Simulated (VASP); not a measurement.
ZnRe: single point with PBE

The system is ZnRe.

```
Re Zn
1.0
     2.74822    0.00000    0.00000
    -1.37411    2.38003    0.00000
     0.00000    0.00000    4.53901
Re Zn
1 1
Direct
  0.33333 0.66667 0.50000
  0.00000 0.00000 0.00000
```

```json
{
  "Program": "VASP 6.6.1",
  "Task": "single point",
  "Functional": "PBE",
  "Potentials or basis": "VASP PAW PBE potentials, release 64 (Re, Zn)",
  "Cutoff": "520 eV",
  "k mesh": "9 × 9 × 5",
  "Occupations": "fermi-dirac, width 0.05 eV",
  "Spin": "no spin polarisation",
  "Dipole correction": "no",
  "Further INCAR settings": "ALGO = Normal; EDIFF = 1e-06; NBANDS = 16"
}
```

```json
{"Pressure": "-3.2 GPa"}
```

Stress tensor (GPa, compression positive):
```
-2.23  0.00  0.00
 0.00 -2.23  0.00
 0.00  0.00 -5.03
```

Levels at points of the mesh, in eV from the Fermi level:
```csv
k point,band 7,band 8,band 9,band 10,band 11,band 12
"(0.00, 0.00, 0.00)",-5.10,-1.64,-1.33,-1.33,1.66,1.66
```

Run time: 13 s on 1 thread of Intel(R) Xeon(R) Platinum 8375C CPU @ 2.90GHz (Ice Lake) (shared host), peak memory 0.15 GiB.

Caveat: spin-orbit coupling is left out, which moves the levels of the heavy elements.
